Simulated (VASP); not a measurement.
A run of VASP 6.6.1:

INCAR

```
ALGO     = Normal         # electronic algorithm
EDIFF    = 1E-7           # SCF threshold, eV
ENCUT    = 520            # plane-wave cutoff, eV
GGA      = PE             # functional
ISIF     = 2              # what is computed and relaxed
ISMEAR   = 0              # smearing method
ISPIN    = 2              # spin polarisation
LASPH    = True           # aspherical terms in the spheres
LCHARG   = False          # write CHGCAR
LDAU     = True           # DFT+U
LDAUJ    = 0 0          
LDAUL    = 3 -1           # shell
LDAUPRINT= 1            
LDAUTYPE = 2            
LDAUU    = 6 0            # U, eV
LMAXMIX  = 6              # l up to which the mixer works
LORBIT   = 11             # projections on sites
LREAL    = False          # projectors in reciprocal space
LWAVE    = False          # write WAVECAR
MAGMOM   = 7.56 7.56 -0.12 -0.12 # initial moments
NBANDS   = 35             # bands
NELM     = 150            # most SCF steps
PREC     = Accurate       # precision mode
SIGMA    = 0.05           # smearing width, eV
```

File KPOINTS:

```
k-points
0
Gamma
  8 8 8
```

Contents of POSCAR:

```
GdN
1.0
    4.3680304754      0.0000000000      0.0000000000
    0.0000000000      4.3247826489      0.0000000000
    0.0000000000      0.0000000000      3.5938191369
Gd N
2 2
Direct
    0.5000000000      0.0000000000      0.2439616392
    0.0000000000      0.5000000000      0.7560383608
    0.0000000000      0.0000000000      0.0000000000
    0.5000000000      0.5000000000      0.0000000000
```

Potentials or basis: VASP PAW PBE potentials, release 64 (Gd, N).

The run is started by

```console
$ cat potpaw_PBE.64/Gd/POTCAR potpaw_PBE.64/N/POTCAR > POTCAR
$ mpirun -np 1 vasp_std > vasp.out
```

Hardware: 1 thread of Oxide Virtual Turin-like Processor, on a shared host.

Problem. How long does it take, and how much memory?

Solution. Run time: 15 min on 1 thread of Oxide Virtual Turin-like Processor, with other jobs on the host, peak memory 0.51 GiB. Counts: scf iterations 32, k points 125.
